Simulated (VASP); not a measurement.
Here is a VASP 6.6.1 calculation.

The input INCAR:

```
SYSTEM = TiSi2
PREC = Accurate
ENCUT = 600
EDIFF = 1E-6
ISMEAR = 1
SIGMA = 0.1
LREAL = .False.
LASPH = .True.
NELM = 60
ALGO = Normal
ISIF = 3
LWAVE = .False.
LCHARG = .False.
GGA = PE
IBRION = 2
NSW = 80
EDIFFG = -0.005
```

Contents of KPOINTS:

```
Automatic mesh
0
Gamma
  10 10 10
  0 0 0
```

The input POSCAR:

```
TiSi2
1.0
    0.0000000000      4.1175163000      4.2628978000
    2.3895120000      0.0000000000      4.2628978000
    2.3895120000      4.1175163000      0.0000000000
Ti Si
2 4
Direct
    0.5000000000      0.5000000000      0.5000000000
    0.7500000000      0.7500000000      0.7500000000
    0.8374343900      0.1625656100      0.8374343900
    0.1625656100      0.8374343900      0.1625656100
    0.0874343900      0.4125656100      0.0874343900
    0.4125656100      0.0874343900      0.4125656100
```

Potentials or basis: VASP PAW PBE potentials, release 64 (Ti_sv, Si).

Run with:

```bash
$ cat potpaw_PBE.64/Ti_sv/POTCAR potpaw_PBE.64/Si/POTCAR > POTCAR
$ mpirun -np 1 vasp_std > vasp.out
```

(1) What does it give for the band gap on the k mesh?

(2) Estimate the space group after relaxing (to 0.1 Å).

Answers

(1) zero (bands 20 and 21 overlap by 1.82 eV).

(2) Fddd (No. 70).
